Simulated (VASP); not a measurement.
# TeW (P6_3/mmc) in VASP: single point with PBEsol

Aim: the single point of TeW with PBEsol.

All numbers are computed with VASP 6.6.1; they aren't measurements. Logs are shortened: lines on timing, memory, paths and dates and some standing lists are left out, and cuts for length are marked.

## 1. The cell of the first run

It takes space group P6_3/mmc (No. 194, hexagonal). The conventional cell has a = 3.904 Å, b = 3.904 Å, c = 6.051 Å, α = 90.00°, β = 90.00°, γ = 120.00°. W (site symmetry -3m) has 6 Te at 2.71 Å and 2 W at 3.03 Å within 3.6 Å. Te (site symmetry -6m2) has 6 W at 2.71 Å within 3.6 Å.

## 2. Single point, PBEsol, collinear spin

The input, INCAR:

```
PREC = Accurate ; ENCUT = 520
EDIFF = 1E-7 ; ISMEAR = 0
SIGMA = 0.1 ; LREAL = False
LASPH = True ; NELM = 150
ALGO = Normal ; ISIF = 2
LWAVE = False ; LCHARG = False
ISPIN = 2 ; MAGMOM = 1 1 0 0
LORBIT = 11 ; LMAXMIX = 4
GGA = PS ; NBANDS = 32
```

The input, KPOINTS:

```
Automatic mesh
0
Gamma
  6 6 4
```

The input, POSCAR:

```
TeW
1.0
    3.9040621473      0.0000000000      0.0000000000
   -1.9520310737      3.3810169975      0.0000000000
    0.0000000000      0.0000000000      6.0512963283
W Te
2 2
Direct
    0.0000000000      0.0000000000      0.0000000000
    0.0000000000      0.0000000000      0.5000000000
    0.3333333333      0.6666666667      0.2500000000
    0.6666666667      0.3333333333      0.7500000000
```

Potentials or basis: VASP PAW PBE potentials, release 64 (W_sv, Te).

Command:

```sh
cat potpaw_PBE.64/W_sv/POTCAR potpaw_PBE.64/Te/POTCAR > POTCAR
mpirun -np 1 vasp_std > vasp.out
```

OUTCAR:

```text
PREC = Accurate
   ENCUT = 520
   EDIFF = 1E-7
   ISMEAR = 0
   LREAL = False
   LASPH = True
   NELM = 150
   ISIF = 2
   ISPIN = 2
   LORBIT = 11
   GGA = PS

 ion  position               nearest neighbor table
   1  0.000  0.000  0.000-   3 2.71   4 2.71   4 2.71   3 2.71   4 2.71   3 2.71   2 3.03   2 3.03

   2  0.000  0.000  0.500-   3 2.71   4 2.71   4 2.71   3 2.71   4 2.71   3 2.71   1 3.03   1 3.03

   3  0.333  0.667  0.250-   1 2.71   2 2.71   1 2.71   2 2.71   1 2.71   2 2.71
   4  0.667  0.333  0.750-   1 2.71   2 2.71   1 2.71   2 2.71   1 2.71   2 2.71

  LATTYP: Found a hexagonal cell.
 ALAT       =     3.9040621473
 C/A-ratio  =     1.5500000000

  Lattice vectors:

 A1 = (   3.9040621473,   0.0000000000,   0.0000000000)
 A2 = (  -1.9520310737,   3.3810169975,   0.0000000000)
 A3 = (   0.0000000000,   0.0000000000,   6.0512963283)

Analysis of symmetry for initial positions (statically):
=====================================================================
 Subroutine PRICEL returns:
 Original cell was already a primitive cell.

 Routine SETGRP: Setting up the symmetry group for a
 hexagonal supercell.

 Subroutine GETGRP returns: Found 24 space group operations
 (whereof 12 operations were pure point group operations)
 out of a pool of 24 trial point group operations.

The static configuration has the point symmetry D_3d.
 The point group associated with its full space group is D_6h.

Analysis of symmetry for dynamics (positions and initial velocities):
=====================================================================
 Subroutine PRICEL returns:
 Original cell was already a primitive cell.

 Routine SETGRP: Setting up the symmetry group for a
 hexagonal supercell.

 Subroutine GETGRP returns: Found 24 space group operations
 (whereof 12 operations were pure point group operations)
 out of a pool of 24 trial point group operations.

The dynamic configuration has the point symmetry D_3d.
 The point group associated with its full space group is D_6h.

Analysis of structural, dynamic, and magnetic symmetry:
=====================================================================
 Subroutine PRICEL returns:
 Original cell was already a primitive cell.

 Routine SETGRP: Setting up the symmetry group for a
 hexagonal supercell.

 Subroutine GETGRP returns: Found 24 space group operations
 (whereof 12 operations were pure point group operations)
 out of a pool of 24 trial point group operations.

The overall configuration has the point symmetry D_3d.
 The point group associated with its full space group is D_6h.

 Subroutine INISYM returns: Found 24 space group operations
 (whereof 12 operations are pure point group operations),
 and found     1 'primitive' translations

----------------------------------------------------------------------------------------

                                     Primitive cell

  volume of cell :      79.8753

  direct lattice vectors                    reciprocal lattice vectors
     3.904062147  0.000000000  0.000000000     0.256143463  0.147884498  0.000000000
    -1.952031074  3.381016998  0.000000000     0.000000000  0.295768995  0.000000000
     0.000000000  0.000000000  6.051296328     0.000000000  0.000000000  0.165253847

  length of vectors
     3.904062147  3.904062147  6.051296328     0.295768995  0.295768995  0.165253847

  position of ions in fractional coordinates (direct lattice)
     0.000000000  0.000000000  0.000000000
     0.000000000  0.000000000  0.500000000
     0.333333333  0.666666667  0.250000000
     0.666666667  0.333333333  0.750000000

  ion indices of the primitive-cell ions
   primitive index   ion index
                 1           1
                 2           2
                 3           3
                 4           4

----------------------------------------------------------------------------------------

 KPOINTS: Automatic mesh

Automatic generation of k-mesh.
 Grid dimensions read from file:
 generate k-points for:    6    6    4

 Generating k-lattice:

  Cartesian coordinates                     Fractional coordinates (reciprocal lattice)
     0.042690577  0.024647416  0.000000000     0.166666667  0.000000000  0.000000000
     0.000000000  0.049294833  0.000000000     0.000000000  0.166666667  0.000000000
     0.000000000  0.000000000  0.041313462     0.000000000  0.000000000  0.250000000

  Length of vectors
     0.049294833  0.049294833  0.041313462

  Shift w.r.t. Gamma in fractional coordinates (k-lattice)
     0.000000000  0.000000000  0.000000000

 Subroutine IBZKPT returns following result:
 ===========================================

 Found     21 irreducible k-points:

 Following reciprocal coordinates:
            Coordinates               Weight
  0.000000  0.000000  0.000000      1.000000
  0.166667 -0.000000  0.000000      6.000000
  0.333333 -0.000000  0.000000      6.000000
  0.500000  0.000000  0.000000      3.000000
  0.166667  0.166667  0.000000      6.000000
  0.333333  0.166667  0.000000     12.000000
[... 13 lines left out ...]
  0.333333  0.166667  0.500000     12.000000
  0.333333  0.333333  0.500000      2.000000
   k-points           NKPTS =     21   k-points in BZ     NKDIM =     21   number of bands    NBANDS=     32
   number of dos      NEDOS =    301   number of ions     NIONS =      4
   total plane-waves  NPLWV =  43200
   dimension x,y,z NGX =    30 NGY =   30 NGZ =   48
   dimension x,y,z NGXF=    60 NGYF=   60 NGZF=   96
   ions per type =               2   2
   NGX,Y,Z   is equivalent  to a cutoff of  12.77, 12.77, 13.19 a.u.
   NGXF,Y,Z  is equivalent  to a cutoff of  25.55, 25.55, 26.37 a.u.
 SYSTEM =  unknown system
   PREC   = accura    normal or accurate (medium, high low for compatibility)
   ISTART =      0    job   : 0-new  1-cont  2-samecut
   ICHARG =      2    charge: 1-file 2-atom 10-const
   ISPIN  =      2    spin polarized calculation?
   LNONCOLLINEAR =      F non collinear calculations
   LSORBIT =      F    spin-orbit coupling
   LASPH  =      T    aspherical Exc in radial PAW
   ENCUT  =  520.0 eV  38.22 Ry    6.18 a.u.   7.26  7.26 11.25*2*pi/ulx,y,z
   NELM   =    150;   NELMIN=  2; NELMDL= -5     # of ELM steps
   EDIFF  = 0.1E-06   stopping-criterion for ELM
   LREAL  =      F    real-space projection
   EDIFFG = 0.1E-05   stopping-criterion for IOM
   NSW    =      0    number of steps for IOM
   IBRION =     -1    ionic relax: 0-MD 1-quasi-New 2-CG
   NFREE  =      0    steps in history (QN), initial steepest desc. (CG)
   ISIF   =      2    stress and relaxation
   ISYM   =      2    0-nonsym 1-usesym 2-fastsym
   POTIM  = 0.5000    time-step for ionic-motion
   TEBEG  =    0.0;   TEEND  =   0.0 temperature during run
   PSTRESS=    0.0 pullay stress
   NELECT =      40.0000    total number of electrons
   NUPDOWN=      -1.0000    fix difference up-down
   EMIN   =  10.00;   EMAX   =-10.00  energy-range for DOS
   EFERMI =   0.00;   METHOD = LEGACY
   ISMEAR =     0;   SIGMA  =   0.10  broadening in eV -4-tet -1-fermi 0-gaus
   EFERMI_NEDOS =   21; number of points for ismear=-14 and -15
   IALGO  =     38    algorithm
   IMIX   =      4    mixing-type and parameters
     AMIX     =   0.40;   BMIX     =  1.00
     AMIX_MAG =   1.60;   BMIX_MAG =  1.00
  volume/ion in A,a.u.               =      19.97       134.76
  Fermi-wavevector in a.u.,A,eV,Ry     =   1.300042  2.456723 22.995326  1.690109
  Thomas-Fermi vector in A             =   2.431266
   LORBIT       =     11    0 simple, 1 ext, 2 COOP (PROOUT), +10 PAW based schemes
   GGA     = PS    functional components
   LHFCALC =     F    Hartree Fock is set to
   AEXX    =    0.0000 exact exchange contribution
   IVDW    =     0    specifies the selected vdW correction
   LEPSILON=     F    determine dielectric tensor
   LRPA    =     F    only Hartree local field effects (RPA)
 spin polarized calculation
 Gauss-broadening in eV      SIGMA  =   0.10
  energy-cutoff  :      520.00
  volume of cell :       79.88
 maximum number of plane-waves:      2189
 NGX is ok and might be reduce to    30
   NGX = 15   NGY = 15   NGZ = 23

 number of electron      39.9999998 magnetization       0.0000156

 Free energy of the ion-electron system (eV)
  ---------------------------------------------------
  ext. energy  EPLUGINS =         0.00000000
  ---------------------------------------------------
  free energy    TOTEN  =       -30.76209196 eV

  energy without entropy =      -30.73312120  energy(sigma->0) =      -30.74760658

 E-fermi :  10.9452     XC(G=0): -11.9636

 val. band max:       10.9440437465   @ k =   0.3333  -0.0000   0.2500
 cond. band min:      10.9518273325   @ k =   0.5000   0.0000   0.0000
 fundamental gap:      0.0077835860
 Fermi energy:        10.9451727003

 spin component 1

 k-point     1 :       0.0000    0.0000    0.0000
  band No.  band energies     occupation
      1     -63.0077      1.00000
      2     -62.9904      1.00000
      3     -27.5536      1.00000
      4     -27.2915      1.00000
      5     -27.2915      1.00000
      6     -27.2505      1.00000
[... 24 lines left out ...]
     31      19.2536      0.00000
     32      19.3284      0.00000

 k-point     2 :       0.1667   -0.0000    0.0000
  band No.  band energies     occupation
      1     -63.0074      1.00000
      2     -62.9902      1.00000
      3     -27.5502      1.00000
      4     -27.3038      1.00000
      5     -27.2946      1.00000
      6     -27.2600      1.00000
[... 24 lines left out ...]
     31      18.7092      0.00000
     32      19.0172      0.00000
[... 628 lines left out ...]
     31      19.6681      0.00000
     32      19.6681      0.00000

 k-point    21 :       0.3333    0.3333    0.5000
  band No.  band energies     occupation
      1     -62.9980      1.00000
      2     -62.9980      1.00000
      3     -27.3552      1.00000
      4     -27.3552      1.00000
      5     -27.3011      1.00000
      6     -27.3011      1.00000
[... 24 lines left out ...]
     31      20.1371      0.00000
     32      20.1371      0.00000
 Fermi energy:        10.9451727003

 spin component 2

 k-point     1 :       0.0000    0.0000    0.0000
  band No.  band energies     occupation
      1     -63.0077      1.00000
      2     -62.9904      1.00000
      3     -27.5536      1.00000
      4     -27.2915      1.00000
      5     -27.2915      1.00000
      6     -27.2505      1.00000
[... 24 lines left out ...]
     31      19.2536      0.00000
     32      19.3284      0.00000

 k-point     2 :       0.1667   -0.0000    0.0000
  band No.  band energies     occupation
      1     -63.0074      1.00000
      2     -62.9902      1.00000
      3     -27.5502      1.00000
      4     -27.3038      1.00000
      5     -27.2946      1.00000
      6     -27.2600      1.00000
[... 24 lines left out ...]
     31      18.7092      0.00000
     32      19.0172      0.00000
[... 628 lines left out ...]
     31      19.6681      0.00000
     32      19.6681      0.00000

 k-point    21 :       0.3333    0.3333    0.5000
  band No.  band energies     occupation
      1     -62.9980      1.00000
      2     -62.9980      1.00000
      3     -27.3552      1.00000
      4     -27.3552      1.00000
      5     -27.3012      1.00000
      6     -27.3012      1.00000
[... 24 lines left out ...]
     31      20.1371      0.00000
     32      20.1371      0.00000

------------------------ aborting loop because EDIFF is reached ----------------------------------------

  FORCE on cell =-STRESS in cart. coord.  units (eV):
  Direction    XX          YY          ZZ          XY          YZ          ZX
  --------------------------------------------------------------------------------------
  -------------------------------------------------------------------------------------
  Total        4.3321448      4.3321448      0.1026095     -0.0000000     -0.0000000     -0.0000000
  in kB       86.8962535     86.8962535      2.0581907     -0.0000000     -0.0000000     -0.0000000
  external PRESSURE =      58.6168993 kB  Pullay stress =       0.0000000 kB

 VOLUME and BASIS-vectors are now :
 -----------------------------------------------------------------------------
  energy-cutoff  :      520.00
  volume of cell :       79.88
      direct lattice vectors                 reciprocal lattice vectors
     3.904062147  0.000000000  0.000000000     0.256143463  0.147884498  0.000000000
    -1.952031074  3.381016998  0.000000000     0.000000000  0.295768995  0.000000000
     0.000000000  0.000000000  6.051296328     0.000000000  0.000000000  0.165253847

 POSITION                                       TOTAL-FORCE (eV/Angst)
 -----------------------------------------------------------------------------------
      0.00000      0.00000      0.00000        -0.000000      0.000000     -0.000000
      0.00000      0.00000      3.02565        -0.000000      0.000000     -0.000000
     -0.00000      2.25401      1.51282         0.000000      0.000000      0.000000
      1.95203      1.12701      4.53847        -0.000000     -0.000000     -0.000000
 -----------------------------------------------------------------------------------
    total drift:                                0.000000      0.000000      0.000000

  FREE ENERGIE OF THE ION-ELECTRON SYSTEM (eV)
  ---------------------------------------------------
  free  energy   TOTEN  =       -30.7620919551 eV

  energy  without entropy=      -30.7331211958  energy(sigma->0) =      -30.74760658

 total charge

# of ion       s       p       d       tot
------------------------------------------
    1        2.302   6.195   3.620  12.117
    2        2.302   6.195   3.620  12.117
    3        1.316   2.043   0.170   3.528
    4        1.316   2.043   0.170   3.528
--------------------------------------------------
tot          7.236  16.475   7.580  31.291

 magnetization (x)

# of ion       s       p       d       tot
------------------------------------------
    1       -0.000  -0.000   0.000   0.000
    2       -0.000  -0.000   0.000   0.000
    3        0.000   0.000  -0.000   0.000
    4        0.000   0.000  -0.000   0.000
--------------------------------------------------
tot          0.000   0.000   0.000   0.000
```

Wall time 2.4 min (1 thread of Intel Xeon 8259CL, shared host); peak memory 0.27 GiB.

Results:

| Quantity | Value |
| --- | --- |
| Free energy | -30.7621 eV |
| Pressure | 5.9 GPa |
| Band gap on the k mesh | zero (filled and empty bands overlap) |
| Net moment | 0.00 μB per cell |
| Valence electrons inside the program's atomic spheres | W 12.12; Te 3.53 |

Caveat: the cell stands under pressure; the PAW data sets were made with another functional, which shifts forces and pressure a little; spin-orbit coupling is left out, which moves the levels of the heavy elements.
